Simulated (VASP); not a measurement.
Si2W:

```
W Si
1.0
     4.61685    0.00000    0.00000
    -2.30843    3.99831    0.00000
     0.00000    0.00000    6.65322
W Si
3 6
Direct
  0.50000 0.00000 0.50000
  0.50000 0.50000 0.83333
  0.00000 0.50000 0.16667
  0.32725 0.16363 0.16667
  0.83637 0.16363 0.83333
  0.16363 0.32725 0.50000
  0.67275 0.83637 0.16667
  0.16363 0.83637 0.83333
  0.83637 0.67275 0.50000
```

| Property | Result |
| --- | --- |
| Program | VASP 6.6.1 |
| Task | relaxation of cell and atoms |
| Functional | PBE |
| Dispersion | D3(BJ) |
| Potentials or basis | VASP PAW PBE potentials, release 64 (W_sv, Si) |
| Cutoff | 600 eV |
| k mesh | 7 × 7 × 4 |
| Occupations | fermi-dirac, width 0.05 eV |
| Spin | no spin polarisation |

At the start: pressure -7.2 GPa; volume 13.65 Å³/atom.

Task: Where does the relaxation end?

Result: Over 5 steps the energy falls by 10.2 meV/atom and the volume is 13.21 Å³/atom (-3.2 %); space group P6_222 (No. 180, to 0.1 Å) before and after.

Step by step:
| step | energy change (eV) | largest force (eV/Å) | pressure (GPa) | volume (Å³) |
| --- | --- | --- | --- | --- |
| 1 | 0.0000 | 0.0033 | -7.21 | 122.82 |
| 2 | 0.2156 | 0.0611 | 15.57 | 112.22 |
| 3 | -0.0916 | 0.0185 | -0.12 | 118.94 |
| 4 | -0.0916 | 0.0188 | 0.03 | 118.86 |
| 5 | -0.0918 | 0.0017 | 0.04 | 118.85 |

Final structure:
```
CELL_PARAMETERS angstrom
4.56492 0.00000 0.00000
-2.28246 3.95334 0.00000
0.00000 0.00000 6.58561
ATOMIC_POSITIONS crystal
W 0.50000 0.00000 0.50000
W 0.50000 0.50000 0.83333
W 0.00000 0.50000 0.16667
Si 0.32707 0.16353 0.16667
Si 0.83647 0.16353 0.83333
Si 0.16353 0.32707 0.50000
Si 0.67293 0.83647 0.16667
Si 0.16353 0.83647 0.83333
Si 0.83647 0.67293 0.50000
```
